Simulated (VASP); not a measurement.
# Sn3GeTe4 (Cm) in VASP: single point with PBE

Aim: the single point of Sn3GeTe4 with PBE.

Program: VASP 6.6.1. These are calculated values, not measurements. Logs are shortened: lines on timing, memory, paths and dates and some standing lists are left out, and cuts for length are marked.

## 1. The cell of the first run

Symmetry: Cm, No. 8, monoclinic system. The conventional cell has a = 9.113 Å, b = 8.945 Å, c = 7.721 Å, α = 90.00°, β = 124.83°, γ = 90.00°. Sn (site symmetry 1) has 6 Te at 3.08 to 3.31 Å within 4.1 Å. Sn (site symmetry m) has 6 Te at 3.07 to 3.43 Å within 4.0 Å. Within 3.8 Å of Ge (site symmetry m) lie 6 Te at 2.85 to 3.55 Å. Within 3.8 Å of Te (site symmetry 1) lie 2 Ge at 2.85 to 3.55 Å and 4 Sn at 3.11 to 3.29 Å. Within 4.0 Å of Te (site symmetry m) lie 5 Sn at 3.07 to 3.31 Å and 1 Ge at 3.32 Å. Within 3.8 Å of Te (site symmetry m) lie 1 Ge at 2.91 Å and 5 Sn at 3.08 to 3.43 Å.

## 2. Single point, PBE

INCAR

```
SYSTEM = Sn3GeTe4
PREC = Accurate
ENCUT = 520
EDIFF = 1E-7
ISMEAR = 0
SIGMA = 0.1
LREAL = .False.
LASPH = .True.
NELM = 60
ALGO = Normal
ISIF = 2
LWAVE = .False.
LCHARG = .False.
GGA = PE
NBANDS = 50
```

KPOINTS

```
regular mesh
0
Gamma
  4 4 4
  0 0 0
```

POSCAR

```
Sn3GeTe4
1.0
    4.5564089787     -4.4723052562      0.0000000000
    4.5564089787      4.4723052562      0.0000000000
   -4.4091953314      0.0000000000      6.3377139010
Sn Ge Te
3 1 4
Direct
    0.2609673937      0.7562297763      0.5026937205
    0.7562297763      0.2609673937      0.5026937205
    0.0149044827      0.0149044827      0.0145549993
    0.5376229194      0.5376229194      0.0175872286
    0.9722000237      0.4915719025      0.9947337239
    0.4915719025      0.9722000237      0.9947337239
    0.2371774381      0.2371774381      0.4984623706
    0.7295963461      0.7295963461      0.4745438479
```

Potentials or basis: VASP PAW PBE potentials, release 64 (Sn_d, Ge_d, Te).

Started as:

```bash
$ cat potpaw_PBE.64/Sn_d/POTCAR potpaw_PBE.64/Ge_d/POTCAR potpaw_PBE.64/Te/POTCAR > POTCAR
$ mpirun -np 1 vasp_std > vasp.out
```

OUTCAR:

```text
SYSTEM = Sn3GeTe4
   PREC = Accurate
   ENCUT = 520
   EDIFF = 1E-7
   ISMEAR = 0
   LREAL = .False.
   LASPH = .True.
   NELM = 60
   ISIF = 2
   GGA = PE

 ion  position               nearest neighbor table
   1  0.261  0.756  0.503-   8 3.08   7 3.08   6 3.12   5 3.23   7 3.31   8 3.31
   2  0.756  0.261  0.503-   8 3.08   7 3.08   5 3.12   6 3.23   7 3.31   8 3.31
   3  0.015  0.015  0.015-   7 3.07   6 3.11   5 3.11   5 3.29   6 3.29   8 3.43
   4  0.538  0.538  0.018-   5 2.85   6 2.85   8 2.91
   5  0.972  0.492  0.995-   4 2.85   3 3.11   2 3.12   1 3.23   3 3.29
   6  0.492  0.972  0.995-   4 2.85   3 3.11   1 3.12   2 3.23   3 3.29
   7  0.237  0.237  0.498-   3 3.07   2 3.08   1 3.08   1 3.31   2 3.31
   8  0.730  0.730  0.475-   4 2.91   2 3.08   1 3.08   2 3.31   1 3.31   3 3.43

  LATTYP: Found a base centered monoclinic cell.
 ALAT       =     9.1128179574
 B/A-ratio  =     0.9815416652
 C/A-ratio  =     0.8472239021
 COS(beta)  =    -0.5710951139

  Lattice vectors:

 A1 = (   4.5564089787,  -4.4723052562,   0.0000000000)
 A2 = (   4.5564089787,   4.4723052562,   0.0000000000)
 A3 = (  -4.4091953314,   0.0000000000,   6.3377139010)

Analysis of symmetry for initial positions (statically):
=====================================================================
 Subroutine PRICEL returns:
 Original cell was already a primitive cell.

 Routine SETGRP: Setting up the symmetry group for a
 base centered monoclinic supercell.

 Subroutine GETGRP returns: Found  2 space group operations
 (whereof  2 operations were pure point group operations)
 out of a pool of  4 trial point group operations.

The static configuration has the point symmetry C_1h.

Analysis of symmetry for dynamics (positions and initial velocities):
=====================================================================
 Subroutine PRICEL returns:
 Original cell was already a primitive cell.

 Routine SETGRP: Setting up the symmetry group for a
 base centered monoclinic supercell.

 Subroutine GETGRP returns: Found  2 space group operations
 (whereof  2 operations were pure point group operations)
 out of a pool of  4 trial point group operations.

The dynamic configuration has the point symmetry C_1h.

 Subroutine INISYM returns: Found  2 space group operations
 (whereof  2 operations are pure point group operations),
 and found     1 'primitive' translations

----------------------------------------------------------------------------------------

                                     Primitive cell

  volume of cell :     258.2955

  direct lattice vectors                    reciprocal lattice vectors
     4.556408979 -4.472305256  0.000000000     0.109735540 -0.111799167  0.076343842
     4.556408979  4.472305256  0.000000000     0.109735540  0.111799167  0.076343842
    -4.409195331  0.000000000  6.337713901     0.000000000  0.000000000  0.157785601

  length of vectors
     6.384542042  6.384542042  7.720597189     0.174267968  0.174267968  0.157785601

  position of ions in fractional coordinates (direct lattice)
     0.260967394  0.756229776  0.502693720
     0.756229776  0.260967394  0.502693720
     0.014904483  0.014904483  0.014554999
     0.537622919  0.537622919  0.017587229
     0.972200024  0.491571902  0.994733724
     0.491571902  0.972200024  0.994733724
     0.237177438  0.237177438  0.498462371
     0.729596346  0.729596346  0.474543848

  ion indices of the primitive-cell ions
   primitive index   ion index
                 1           1
                 2           2
                 3           3
                 4           4
                 5           5
                 6           6
                 7           7
                 8           8

----------------------------------------------------------------------------------------

 KPOINTS: regular mesh

Automatic generation of k-mesh.
 Grid dimensions read from file:
 generate k-points for:    4    4    4

 Generating k-lattice:

  Cartesian coordinates                     Fractional coordinates (reciprocal lattice)
     0.027433885 -0.027949792  0.019085961     0.250000000 -0.000000000 -0.000000000
     0.027433885  0.027949792  0.019085961    -0.000000000  0.250000000 -0.000000000
     0.000000000  0.000000000  0.039446400     0.000000000  0.000000000  0.250000000

  Length of vectors
     0.043566992  0.043566992  0.039446400

  Shift w.r.t. Gamma in fractional coordinates (k-lattice)
     0.000000000  0.000000000  0.000000000

 Subroutine IBZKPT returns following result:
 ===========================================

 Found     24 irreducible k-points:

 Following reciprocal coordinates:
            Coordinates               Weight
  0.000000  0.000000  0.000000      1.000000
  0.250000  0.000000  0.000000      4.000000
  0.500000  0.000000  0.000000      2.000000
  0.250000  0.250000 -0.000000      2.000000
  0.500000  0.250000 -0.000000      4.000000
 -0.250000  0.250000  0.000000      2.000000
[... 16 lines left out ...]
 -0.250000  0.250000  0.500000      2.000000
  0.500000  0.500000  0.500000      1.000000
   k-points           NKPTS =     24   k-points in BZ     NKDIM =     24   number of bands    NBANDS=     50
   number of dos      NEDOS =    301   number of ions     NIONS =      8
   total plane-waves  NPLWV = 138240
   dimension x,y,z NGX =    48 NGY =   48 NGZ =   60
   dimension x,y,z NGXF=    96 NGYF=   96 NGZF=  120
   ions per type =               3   1   4
   NGX,Y,Z   is equivalent  to a cutoff of  12.50, 12.50, 12.92 a.u.
   NGXF,Y,Z  is equivalent  to a cutoff of  25.00, 25.00, 25.84 a.u.
 SYSTEM =  Sn3GeTe4
   PREC   = accura    normal or accurate (medium, high low for compatibility)
   ISTART =      0    job   : 0-new  1-cont  2-samecut
   ICHARG =      2    charge: 1-file 2-atom 10-const
   ISPIN  =      1    spin polarized calculation?
   LNONCOLLINEAR =      F non collinear calculations
   LSORBIT =      F    spin-orbit coupling
   LASPH  =      T    aspherical Exc in radial PAW
   ENCUT  =  520.0 eV  38.22 Ry    6.18 a.u.  11.87 11.87 14.36*2*pi/ulx,y,z
   NELM   =     60;   NELMIN=  2; NELMDL= -5     # of ELM steps
   EDIFF  = 0.1E-06   stopping-criterion for ELM
   LREAL  =      F    real-space projection
   EDIFFG = 0.1E-05   stopping-criterion for IOM
   NSW    =      0    number of steps for IOM
   IBRION =     -1    ionic relax: 0-MD 1-quasi-New 2-CG
   NFREE  =      0    steps in history (QN), initial steepest desc. (CG)
   ISIF   =      2    stress and relaxation
   ISYM   =      2    0-nonsym 1-usesym 2-fastsym
   POTIM  = 0.5000    time-step for ionic-motion
   TEBEG  =    0.0;   TEEND  =   0.0 temperature during run
   PSTRESS=    0.0 pullay stress
   NELECT =      80.0000    total number of electrons
   NUPDOWN=      -1.0000    fix difference up-down
   EMIN   =  10.00;   EMAX   =-10.00  energy-range for DOS
   EFERMI =   0.00;   METHOD = LEGACY
   ISMEAR =     0;   SIGMA  =   0.10  broadening in eV -4-tet -1-fermi 0-gaus
   EFERMI_NEDOS =   21; number of points for ismear=-14 and -15
   IALGO  =     38    algorithm
   IMIX   =      4    mixing-type and parameters
     AMIX     =   0.40;   BMIX     =  1.00
     AMIX_MAG =   1.60;   BMIX_MAG =  1.00
  volume/ion in A,a.u.               =      32.29       217.88
  Fermi-wavevector in a.u.,A,eV,Ry     =   1.107642  2.093139 16.692577  1.226870
  Thomas-Fermi vector in A             =   2.244158
   LORBIT       =      0    0 simple, 1 ext, 2 COOP (PROOUT), +10 PAW based schemes
   GGA     = PE    functional components
   LHFCALC =     F    Hartree Fock is set to
   AEXX    =    0.0000 exact exchange contribution
   IVDW    =     0    specifies the selected vdW correction
   LEPSILON=     F    determine dielectric tensor
   LRPA    =     F    only Hartree local field effects (RPA)
 non-spin polarized calculation
 Gauss-broadening in eV      SIGMA  =   0.10
  energy-cutoff  :      520.00
  volume of cell :      258.30
 maximum number of plane-waves:      6983
   NGX = 23   NGY = 23   NGZ = 29

 number of electron      80.0000011 magnetization

 Free energy of the ion-electron system (eV)
  ---------------------------------------------------
  ext. energy  EPLUGINS =         0.00000000
  ---------------------------------------------------
  free energy    TOTEN  =       -30.45075976 eV

  energy without entropy =      -30.44979498  energy(sigma->0) =      -30.45027737

 E-fermi :   6.0016     XC(G=0):  -9.2433

 val. band max:        5.9235120900   @ k =   0.5000   0.5000   0.5000
 cond. band min:       6.0794487574   @ k =   0.5000   0.5000   0.5000
 fundamental gap:      0.1559366674
 Fermi energy:         6.0015718775

 k-point     1 :       0.0000    0.0000    0.0000
  band No.  band energies     occupation
      1     -19.0888      2.00000
      2     -19.0843      2.00000
      3     -19.0769      2.00000
      4     -19.0759      2.00000
      5     -19.0699      2.00000
      6     -15.8227      2.00000
[... 42 lines left out ...]
     49      10.5913      0.00000
     50      10.6248      0.00000

 k-point     2 :       0.2500    0.0000    0.0000
  band No.  band energies     occupation
      1     -19.0888      2.00000
      2     -19.0843      2.00000
      3     -19.0769      2.00000
      4     -19.0759      2.00000
      5     -19.0699      2.00000
      6     -15.8227      2.00000
[... 42 lines left out ...]
     49       9.8285      0.00000
     50      10.0112      0.00000

 k-point     3 :       0.5000    0.0000    0.0000
  band No.  band energies     occupation
      1     -19.0888      2.00000
      2     -19.0843      2.00000
      3     -19.0769      2.00000
      4     -19.0759      2.00000
      5     -19.0699      2.00000
      6     -15.8228      2.00000
[... 1102 lines left out ...]
     49       9.2429      0.00000
     50       9.3646      0.00000

 k-point    24 :       0.5000    0.5000    0.5000
  band No.  band energies     occupation
      1     -19.0888      2.00000
      2     -19.0843      2.00000
      3     -19.0769      2.00000
      4     -19.0759      2.00000
      5     -19.0699      2.00000
      6     -15.8221      2.00000
[... 42 lines left out ...]
     49       7.2627      0.00000
     50       7.4186      0.00000

------------------------ aborting loop because EDIFF is reached ----------------------------------------

  FORCE on cell =-STRESS in cart. coord.  units (eV):
  Direction    XX          YY          ZZ          XY          YZ          ZX
  --------------------------------------------------------------------------------------
  -------------------------------------------------------------------------------------
  Total        0.0113661      0.0199836      0.0142796      0.0000000      0.0000000     -0.0063752
  in kB        0.0705028      0.1239563      0.0885744      0.0000000      0.0000000     -0.0395445
  external PRESSURE =       0.0943445 kB  Pullay stress =       0.0000000 kB

 VOLUME and BASIS-vectors are now :
 -----------------------------------------------------------------------------
  energy-cutoff  :      520.00
  volume of cell :      258.30
      direct lattice vectors                 reciprocal lattice vectors
     4.556408979 -4.472305256  0.000000000     0.109735540 -0.111799167  0.076343842
     4.556408979  4.472305256  0.000000000     0.109735540  0.111799167  0.076343842
    -4.409195331  0.000000000  6.337713901     0.000000000  0.000000000  0.157785601

 POSITION                                       TOTAL-FORCE (eV/Angst)
 -----------------------------------------------------------------------------------
      2.41829      2.21496      3.18593        -0.003174     -0.000511     -0.004958
      2.41829     -2.21496      3.18593        -0.003174      0.000511     -0.004958
      0.07165      0.00000      0.09225        -0.005651      0.000000     -0.001545
      4.82171      0.00000      0.11146        -0.014088      0.000000     -0.001794
      2.28357     -2.14952      6.30434         0.008074     -0.001502      0.003385
      2.28357      2.14952      6.30434         0.008074      0.001502      0.003385
     -0.03646      0.00000      3.15911         0.006284      0.000000      0.003776
      4.55632      0.00000      3.00752         0.003656      0.000000      0.002710
 -----------------------------------------------------------------------------------
    total drift:                               -0.001236      0.000000     -0.000174

  FREE ENERGIE OF THE ION-ELECTRON SYSTEM (eV)
  ---------------------------------------------------
  free  energy   TOTEN  =       -30.4507597590 eV

  energy  without entropy=      -30.4497949807  energy(sigma->0) =      -30.45027737
```

It took 4.4 min on 1 thread of Intel Xeon Platinum 8488C (Sapphire Rapids), shared host; peak memory 0.53 GiB.

What came out:

```
Free energy            : -30.4508 eV
Pressure               : 0.0 GPa
Largest force          : 0.014 eV/Å
Band gap on the k mesh : 0.16 eV, direct
```

Forces in eV/Å, atoms in the order of the input:
```
Sn  -0.003 -0.001 -0.005
Sn  -0.003  0.001 -0.005
Sn  -0.006  0.000 -0.002
Ge  -0.014  0.000 -0.002
Te   0.008 -0.002  0.003
Te   0.008  0.002  0.003
Te   0.006  0.000  0.004
Te   0.004  0.000  0.003
```

Caveat: spin-orbit coupling is left out, which moves the levels of the heavy elements. A k mesh can miss the band edges.
